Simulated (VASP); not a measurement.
A run of VASP 6.6.1 is set up as follows.

The input INCAR:

```
PREC = Accurate
ENCUT = 910
EDIFF = 1E-8
ISMEAR = -1
SIGMA = 0.05
LREAL = F
LASPH = T
NELM = 120
ALGO = Normal
ISIF = 2
LWAVE = F
LCHARG = F
GGA = PS
LEFG = T
NBANDS = 16
GGA_COMPAT = F
```

KPOINTS

```
Automatic mesh
0
Gamma
  14 14 13
```

POSCAR

```
WC
1.0
    2.9386703057      0.0000000000      0.0000000000
   -1.4693351528      2.5449631381      0.0000000000
    0.0000000000      0.0000000000      2.8662279534
W C
1 1
Direct
    0.0000000000      0.0000000000      0.0000000000
    0.6666666667      0.3333333333      0.5000000000
```

Potentials or basis: VASP PAW PBE potentials, release 64 (W_sv, C_h).

Command:

```bash
$ cat potpaw_PBE.64/W_sv/POTCAR potpaw_PBE.64/C_h/POTCAR > POTCAR
$ mpirun -np 1 vasp_std > vasp.out
```

(1) Estimate the pressure.

(2) Predict the band gap on the k mesh.

Results:

(1) -14.5 GPa.

(2) zero (bands 9 and 10 overlap by 1.28 eV).

Caveat: the cutoff is under 1.25 times the usual one of these potentials, so pressure, stress and relaxed cells hold a basis-set (Pulay) error; the cell stands under tension; without QUAD_EFG the Cq values of the log hold for a quadrupole moment of 1 mb, not for the nuclei; the PAW data sets were made with another functional, which shifts forces and pressure a little; spin-orbit coupling is left out, which moves the levels of the heavy elements.
